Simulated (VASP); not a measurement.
# Cr (P6_3/mmc) in VASP: a series of runs

Runs on Cr. Level: BLYP. Tasks: single point.

All numbers are computed with VASP 6.6.1; they aren't measurements. Logs are shortened: lines on timing, memory, paths and dates and some standing lists are left out, and cuts for length are marked.

### Step 1. The cell of the first run

Symmetry: P6_3/mmc, No. 194, hexagonal system. The conventional cell has a = 2.412 Å, b = 2.412 Å, c = 8.594 Å, α = 90.00°, β = 90.00°, γ = 120.00°. Within 3.2 Å of Cr (site symmetry -3m) lie 12 Cr at 2.41 to 2.56 Å. Within 3.2 Å of Cr (site symmetry -6m2) lie 12 Cr at 2.41 to 2.56 Å.

This isn't the form of Cr at room conditions, which is bcc.

### Step 2. Single point, BLYP, collinear spin, antiferromagnetic start (10.82 Å³/atom)

INCAR reads:

```
  AGGAC = 1.0
  AGGAX = 1.0
  ALDAC = 0.0
  ALDAX = 1.0
  ALGO = Normal
  EDIFF = 1E-6
  ENCUT = 500
  GGA = B5
  GGA_COMPAT = F
  ISIF = 2
  ISMEAR = -1
  ISPIN = 2
  LASPH = T
  LCHARG = F
  LMAXMIX = 4
  LORBIT = 11
  LREAL = F
  LWAVE = F
  MAGMOM = 1.5 1.5 -1.5 -1.5
  NBANDS = 36
  NELM = 200
  PREC = Accurate
  SIGMA = 0.05
```

KPOINTS reads:

```
k-points
0
Gamma
  16 16 4
```

POSCAR reads:

```
Cr
1.0
    2.4117806600      0.0000000000      0.0000000000
   -1.2058903300      2.0886633200      0.0000000000
    0.0000000000      0.0000000000      8.5938498425
Cr
4
Direct
    1.0000000000      1.0000000000      1.0000000000
    1.0000000000      1.0000000000      0.5000000000
    0.3333333333      0.6666666667      0.2500000000
    0.6666666667      0.3333333333      0.7500000000
```

Potentials or basis: VASP PAW PBE potentials, release 64 (Cr_pv).

Run with:

```console
$ cat potpaw_PBE.64/Cr_pv/POTCAR > POTCAR
$ mpirun -np 1 vasp_std > vasp.out
```

OUTCAR:

```text
EDIFF = 1E-6
   ENCUT = 500
   GGA = B5
   ISIF = 2
   ISMEAR = -1
   ISPIN = 2
   LASPH = T
   LORBIT = 11
   LREAL = F
   NELM = 200
   PREC = Accurate

 ion  position               nearest neighbor table
   1  0.000  0.000  0.000-   3 2.56   4 2.56   4 2.56   3 2.56   4 2.56   3 2.56
   2  0.000  0.000  0.500-   3 2.56   4 2.56   4 2.56   3 2.56   4 2.56   3 2.56
   3  0.333  0.667  0.250-   1 2.56   2 2.56   1 2.56   2 2.56   1 2.56   2 2.56
   4  0.667  0.333  0.750-   1 2.56   2 2.56   1 2.56   2 2.56   1 2.56   2 2.56

  LATTYP: Found a hexagonal cell.
 ALAT       =     2.4117806600
 C/A-ratio  =     3.5632800217

  Lattice vectors:

 A1 = (   2.4117806600,   0.0000000000,   0.0000000000)
 A2 = (  -1.2058903300,   2.0886633200,   0.0000000000)
 A3 = (   0.0000000000,   0.0000000000,   8.5938498425)

Analysis of symmetry for initial positions (statically):
=====================================================================
 Subroutine PRICEL returns:
 Original cell was already a primitive cell.

 Routine SETGRP: Setting up the symmetry group for a
 hexagonal supercell.

 Subroutine GETGRP returns: Found 24 space group operations
 (whereof 12 operations were pure point group operations)
 out of a pool of 24 trial point group operations.

The static configuration has the point symmetry D_3d.
 The point group associated with its full space group is D_6h.

Analysis of symmetry for dynamics (positions and initial velocities):
=====================================================================
 Subroutine PRICEL returns:
 Original cell was already a primitive cell.

 Routine SETGRP: Setting up the symmetry group for a
 hexagonal supercell.

 Subroutine GETGRP returns: Found 24 space group operations
 (whereof 12 operations were pure point group operations)
 out of a pool of 24 trial point group operations.

The dynamic configuration has the point symmetry D_3d.
 The point group associated with its full space group is D_6h.

Analysis of structural, dynamic, and magnetic symmetry:
=====================================================================
 Subroutine PRICEL returns:
 Original cell was already a primitive cell.

 Routine SETGRP: Setting up the symmetry group for a
 hexagonal supercell.

 Subroutine GETGRP returns: Found 24 space group operations
 (whereof 12 operations were pure point group operations)
 out of a pool of 24 trial point group operations.

The overall configuration has the point symmetry D_3d.
 The point group associated with its full space group is D_6h.

 Subroutine INISYM returns: Found 24 space group operations
 (whereof 12 operations are pure point group operations),
 and found     1 'primitive' translations

----------------------------------------------------------------------------------------

                                     Primitive cell

  volume of cell :      43.2906

  direct lattice vectors                    reciprocal lattice vectors
     2.411780660  0.000000000  0.000000000     0.414631404  0.239387552  0.000000000
    -1.205890330  2.088663320  0.000000000     0.000000000  0.478775105  0.000000000
     0.000000000  0.000000000  8.593849842     0.000000000  0.000000000  0.116362284

  length of vectors
     2.411780660  2.411780660  8.593849842     0.478775105  0.478775105  0.116362284

  position of ions in fractional coordinates (direct lattice)
     0.000000000  0.000000000  0.000000000
     0.000000000  0.000000000  0.500000000
     0.333333333  0.666666667  0.250000000
     0.666666667  0.333333333  0.750000000

  ion indices of the primitive-cell ions
   primitive index   ion index
                 1           1
                 2           2
                 3           3
                 4           4

----------------------------------------------------------------------------------------

 KPOINTS: k-points

Automatic generation of k-mesh.
 Grid dimensions read from file:
 generate k-points for:   16   16    4

 Generating k-lattice:

  Cartesian coordinates                     Fractional coordinates (reciprocal lattice)
     0.025914463  0.014961722  0.000000000     0.062500000 -0.000000000  0.000000000
     0.000000000  0.029923444  0.000000000     0.000000000  0.062500000  0.000000000
     0.000000000  0.000000000  0.029090571     0.000000000  0.000000000  0.250000000

  Length of vectors
     0.029923444  0.029923444  0.029090571

  Shift w.r.t. Gamma in fractional coordinates (k-lattice)
     0.000000000  0.000000000  0.000000000

 Subroutine IBZKPT returns following result:
 ===========================================

 Found     90 irreducible k-points:

 Following reciprocal coordinates:
            Coordinates               Weight
  0.000000  0.000000  0.000000      1.000000
  0.062500  0.000000  0.000000      6.000000
  0.125000  0.000000  0.000000      6.000000
  0.187500  0.000000  0.000000      6.000000
  0.250000  0.000000  0.000000      6.000000
  0.312500  0.000000  0.000000      6.000000
[... 16 lines left out ...]
  0.187500  0.187500  0.000000      6.000000
  0.250000  0.187500  0.000000     12.000000
 [... further k-points ...]
   k-points           NKPTS =     90   k-points in BZ     NKDIM =     90   number of bands    NBANDS=     36
   number of dos      NEDOS =    301   number of ions     NIONS =      4
   total plane-waves  NPLWV =  20736
   dimension x,y,z NGX =    18 NGY =   18 NGZ =   64
   dimension x,y,z NGXF=    36 NGYF=   36 NGZF=  128
   ions per type =               4
   NGX,Y,Z   is equivalent  to a cutoff of  12.41, 12.41, 12.38 a.u.
   NGXF,Y,Z  is equivalent  to a cutoff of  24.82, 24.82, 24.76 a.u.
 SYSTEM =  unknown system
   PREC   = accura    normal or accurate (medium, high low for compatibility)
   ISTART =      0    job   : 0-new  1-cont  2-samecut
   ICHARG =      2    charge: 1-file 2-atom 10-const
   ISPIN  =      2    spin polarized calculation?
   LNONCOLLINEAR =      F non collinear calculations
   LSORBIT =      F    spin-orbit coupling
   LASPH  =      T    aspherical Exc in radial PAW
   ENCUT  =  500.0 eV  36.75 Ry    6.06 a.u.   4.40  4.40 15.67*2*pi/ulx,y,z
   NELM   =    200;   NELMIN=  2; NELMDL= -5     # of ELM steps
   EDIFF  = 0.1E-05   stopping-criterion for ELM
   LREAL  =      F    real-space projection
   EDIFFG = 0.1E-04   stopping-criterion for IOM
   NSW    =      0    number of steps for IOM
   IBRION =     -1    ionic relax: 0-MD 1-quasi-New 2-CG
   NFREE  =      0    steps in history (QN), initial steepest desc. (CG)
   ISIF   =      2    stress and relaxation
   ISYM   =      2    0-nonsym 1-usesym 2-fastsym
   POTIM  = 0.5000    time-step for ionic-motion
   TEBEG  =    0.0;   TEEND  =   0.0 temperature during run
   PSTRESS=    0.0 pullay stress
   NELECT =      48.0000    total number of electrons
   NUPDOWN=      -1.0000    fix difference up-down
   EMIN   =  10.00;   EMAX   =-10.00  energy-range for DOS
   EFERMI =   0.00;   METHOD = LEGACY
   ISMEAR =    -1;   SIGMA  =   0.05  broadening in eV -4-tet -1-fermi 0-gaus
   EFERMI_NEDOS =   21; number of points for ismear=-14 and -15
   IALGO  =     38    algorithm
   IMIX   =      4    mixing-type and parameters
     AMIX     =   0.40;   BMIX     =  1.00
     AMIX_MAG =   1.60;   BMIX_MAG =  1.00
  volume/ion in A,a.u.               =      10.82        73.03
  Fermi-wavevector in a.u.,A,eV,Ry     =   1.694431  3.202010 39.063642  2.871097
  Thomas-Fermi vector in A             =   2.775657
   LORBIT       =     11    0 simple, 1 ext, 2 COOP (PROOUT), +10 PAW based schemes
   GGA     = B5    functional components
   LHFCALC =     F    Hartree Fock is set to
   AEXX    =    0.0000 exact exchange contribution
   IVDW    =     0    specifies the selected vdW correction
   LEPSILON=     F    determine dielectric tensor
   LRPA    =     F    only Hartree local field effects (RPA)
 spin polarized calculation
  energy-cutoff  :      500.00
  volume of cell :       43.29
 maximum number of plane-waves:      1141
 NGX is ok and might be reduce to    18
   NGX =  9   NGY =  9   NGZ = 31

 number of electron      48.0000011 magnetization       0.0001547

 Free energy of the ion-electron system (eV)
  ---------------------------------------------------
  ext. energy  EPLUGINS =         0.00000000
  ---------------------------------------------------
  free energy    TOTEN  =       -31.27353397 eV

  energy without entropy =      -31.22738230  energy(sigma->0) =      -31.25045814

 E-fermi :  12.2430     XC(G=0): -13.4455

 val. band max:       12.2401995888   @ k =   0.3750   0.0000   0.2500
 cond. band min:      12.2467614241   @ k =   0.3750   0.1250   0.5000
 fundamental gap:      0.0065618352
 Fermi energy:        12.2429914891

 spin component 1

 k-point     1 :       0.0000    0.0000    0.0000
  band No.  band energies     occupation
      1     -31.0134      1.00000
      2     -30.5619      1.00000
      3     -30.5527      1.00000
      4     -30.0812      1.00000
      5     -29.9140      1.00000
      6     -29.9140      1.00000
[... 28 lines left out ...]
     35      14.7834      0.00000
     36      14.7834      0.00000
[... 866 lines left out ...]
      6     -30.3645      1.00000
[... 28 lines left out ...]
     35      16.8588      0.00000
     36      19.4727      0.00000

 [... further k-points ...]

 spin component 2

 k-point     1 :       0.0000    0.0000    0.0000
  band No.  band energies     occupation
      1     -31.0134      1.00000
      2     -30.5619      1.00000
      3     -30.5526      1.00000
      4     -30.0812      1.00000
      5     -29.9140      1.00000
      6     -29.9140      1.00000
[... 28 lines left out ...]
     35      14.7835      0.00000
     36      14.7835      0.00000
[... 866 lines left out ...]
      6     -30.3645      1.00000
[... 28 lines left out ...]
     35      16.8588      0.00000
     36      19.4662      0.00000

 [... further k-points ...]

------------------------ aborting loop because EDIFF is reached ----------------------------------------

  FORCE on cell =-STRESS in cart. coord.  units (eV):
  Direction    XX          YY          ZZ          XY          YZ          ZX
  --------------------------------------------------------------------------------------
  -------------------------------------------------------------------------------------
  Total       10.0944645     10.0944645      8.8707069      0.0000000      0.0000000      0.0000000
  in kB      373.5939706    373.5939706    328.3029640      0.0000000      0.0000000      0.0000000
  external PRESSURE =     358.4969684 kB  Pullay stress =       0.0000000 kB

 VOLUME and BASIS-vectors are now :
 -----------------------------------------------------------------------------
  energy-cutoff  :      500.00
  volume of cell :       43.29
      direct lattice vectors                 reciprocal lattice vectors
     2.411780660  0.000000000  0.000000000     0.414631404  0.239387552  0.000000000
    -1.205890330  2.088663320  0.000000000     0.000000000  0.478775105  0.000000000
     0.000000000  0.000000000  8.593849842     0.000000000  0.000000000  0.116362284

 POSITION                                       TOTAL-FORCE (eV/Angst)
 -----------------------------------------------------------------------------------
      0.00000      0.00000      0.00000         0.000000      0.000000     -0.000000
      0.00000      0.00000      4.29692        -0.000000      0.000000     -0.000000
     -0.00000      1.39244      2.14846         0.000000     -0.000000     -0.000000
      1.20589      0.69622      6.44539        -0.000000      0.000000      0.000000
 -----------------------------------------------------------------------------------
    total drift:                                0.000000     -0.000000      0.000000

  FREE ENERGIE OF THE ION-ELECTRON SYSTEM (eV)
  ---------------------------------------------------
  free  energy   TOTEN  =       -31.2735339690 eV

  energy  without entropy=      -31.2273823031  energy(sigma->0) =      -31.25045814

 total charge

# of ion       s       p       d       tot
------------------------------------------
    1        0.439   6.415   4.394  11.248
    2        0.439   6.415   4.394  11.248
    3        0.440   6.417   4.387  11.244
    4        0.440   6.417   4.387  11.244
--------------------------------------------------
tot          1.758  25.665  17.562  44.985

 magnetization (x)

# of ion       s       p       d       tot
------------------------------------------
    1        0.000   0.000   0.000   0.000
    2        0.000   0.000   0.000   0.000
    3       -0.000   0.000  -0.000  -0.000
    4       -0.000   0.000  -0.000  -0.000
--------------------------------------------------
tot          0.000   0.000   0.000   0.000
```

Wall time 7 min (1 thread of Intel Xeon 8259CL, shared host); peak memory 0.3 GiB.

What came out:

```
Free energy                                           : -31.2735 eV
Pressure                                              : 35.8 GPa
Band gap on the k mesh                                : zero (filled and empty bands overlap)
Net moment                                            : 0.00 μB per cell
Valence electrons inside the program's atomic spheres : Cr 11.25, 11.24 (each value once)
```

Caveat: the cell stands under pressure; the PAW data sets were made with another functional, which shifts forces and pressure a little.

(Continued in part 2 of 2.)
